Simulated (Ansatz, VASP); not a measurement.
**Two plane-wave programs on GaAs**

Contents of INCAR:

```
SYSTEM = GaAs
  ALGO = Normal
  EDIFF = 1E-6
  ENCUT = 500
  GGA = PE
  GGA_COMPAT = .False.
  ISIF = 2
  ISMEAR = 0
  IVDW = 12
  LASPH = .True.
  LCHARG = .False.
  LREAL = .False.
  LWAVE = .False.
  NBANDS = 16
  NELM = 120
  PREC = Accurate
  SIGMA = 0.1
```

Contents of KPOINTS:

```
k-points
0
Gamma
  6 6 6
  0 0 0
```

Contents of POSCAR:

```
GaAs
1.0
    0.0000000000      2.8268500000      2.8268500000
    2.8268500000      0.0000000000      2.8268500000
    2.8268500000      2.8268500000      0.0000000000
Ga As
1 1
Direct
    0.0000000000      0.0000000000      0.0000000000
    0.7500000000      0.7500000000      0.7500000000
```

Input for Ansatz:

```yaml
crystal:
  lattice:
    - [0.0, 2.82685, 2.82685]
    - [2.82685, 0.0, 2.82685]
    - [2.82685, 2.82685, 0.0]
  atoms:
    - { symbol: Ga, position: [0.0, 0.0, 0.0] }
    - { symbol: As, position: [0.75, 0.75, 0.75] }
basis:
  ecutwfc: 420
kpoints:
  mp_grid: { grid: [6, 6, 6] }
hamiltonian:
  xc: pbe
  dispersion: d3bj
scf:
  occupations: { method: gaussian, width: 0.1 }
output:
  forces: true
  stress: true
  eigenvalues: true
```

Alike in both runs: task single point; functional PBE; dispersion D3(BJ); k mesh 6 × 6 × 6; occupations gaussian, width 0.1 eV; no spin polarisation.

|  | VASP | Ansatz |
| --- | --- | --- |
| version | VASP 6.6.1 | Ansatz 0.2.0 |
| potentials or method | VASP PAW PBE potentials, release 64 (Ga_d, As), cutoff 500 eV | scalar-relativistic, plane waves, PAW |
| valence electrons in the cell | 18 | 28 |

Ansatz gave:

* gap on the k mesh at the Fermi level (eV): 0.51
* least direct gap on the mesh (eV): 0.51
* pressure (GPa): 0.8

Q: What did VASP give for the same quantities?

A: gap on the k mesh at the Fermi level (eV): 0.52; least direct gap on the mesh (eV): 0.52; pressure (GPa): 1.0.

VASP's potentials hold 18 valence electrons a cell and Ansatz's 28, so a difference there can come from the potentials and not from the codes.
